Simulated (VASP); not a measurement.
Wanted: the native input for a VASP 6.6.1 run.

```
Task                   : single point
Functional             : PBE
Potentials or basis    : VASP PAW PBE potentials, release 64 (Zn, O)
Cutoff                 : 520 eV
k mesh                 : 12 × 12 × 4
Occupations            : gaussian, width 0.1 eV
Spin                   : no spin polarisation
Dipole correction      : no
Further INCAR settings : ALGO = Normal; EDIFF = 1e-06; NBANDS = 45
```

The structure of Zn5O2 lies in POSCAR:

```
Zn5O2
1.0
    3.0039746893      0.0000000000      0.0000000000
   -1.5019873446      2.6015183933      0.0000000000
    0.0000000000      0.0000000000     11.5212741761
Zn O
5 2
Direct
    0.3333333333      0.6666666667      0.4910236902
    0.0000000000      0.0000000000      0.2439731057
    0.6666666667      0.3333333333      0.0018622134
    0.6666666667      0.3333333333      0.6683813643
    0.3333333333      0.6666666667      0.8384764279
    0.0000000000      0.0000000000      0.4088679879
    0.6666666667      0.3333333333      0.1674152107
```

These files were run (other wordings do the same):

INCAR

```
SYSTEM = Zn5O2
PREC = Accurate
ENCUT = 520
EDIFF = 1E-6
ISMEAR = 0
SIGMA = 0.1
LREAL = .FALSE.
LASPH = .TRUE.
NELM = 100
ALGO = Normal
ISIF = 2
LWAVE = .FALSE.
LCHARG = .FALSE.
GGA = PE
NBANDS = 45
```

KPOINTS

```
Automatic mesh
0
G
  12 12 4
  0 0 0
```

Potentials or basis: VASP PAW PBE potentials, release 64 (Zn, O).

Run with:

```bash
$ cat potpaw_PBE.64/Zn/POTCAR potpaw_PBE.64/O/POTCAR > POTCAR
$ mpirun -np 1 vasp_std > vasp.out
```

Results of the run:

* Pressure: 9.0 GPa
* Largest force: 0.071 eV/Å
* Band gap on the k mesh: zero (bands 36 and 37 overlap by 0.93 eV)

Caveat: the cell stands under pressure.

Run time: 2.5 min on 1 thread of Intel(R) Xeon(R) 6975P-C (Granite Rapids) (shared host), peak memory 0.35 GiB.
